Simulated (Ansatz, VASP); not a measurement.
SnO2 in VASP and in Ansatz

```xyz
3
Lattice="1.6062 0.9274 4.7684 -1.6062 0.9274 4.7684 0.0000 -1.8547 4.7684" Properties=species:S:1:pos:R:3 pbc="T T T"
Sn    0.0000    0.0000    7.1526
O     0.0000    0.0000   10.9124
O     0.0000    0.0000    3.3927
```

Change from the starting cell: volume scaled by 0.98.

Alike in both runs: task single point; functional PBEsol; k mesh 10 × 10 × 10; occupations fermi-dirac, width 0.05 eV; no spin polarisation.

```csv
,VASP,Ansatz
version,VASP 6.6.1,Ansatz 0.2.0
potentials or method,"VASP PAW PBE potentials, release 64 (Sn_d, O), cutoff 520 eV","all-electron LAPW, scalar-relativistic"
```

Ansatz gave:

```
gap on the k mesh at the Fermi level (eV)                     : 2.00
least direct gap on the mesh (eV)                             : 2.13
pressure (GPa)                                                : -2.4
traceless stress, the component that is largest in VASP (GPa) : 0.23
rms of the force components (eV/Å)                            : 0.089
```

Q: Estimate VASP's values.

A: gap on the k mesh at the Fermi level (eV): 1.97; least direct gap on the mesh (eV): 2.11; pressure (GPa): -1.8; traceless stress, the component that is largest in VASP (GPa): -0.18; rms of the force components (eV/Å): 0.063.

VASP's potentials were made for PBE, not for PBEsol. Atom by atom the forces differ by 0.025 eV/Å (rms over components). Ansatz ran all-electron here, and VASP with PAW potentials.
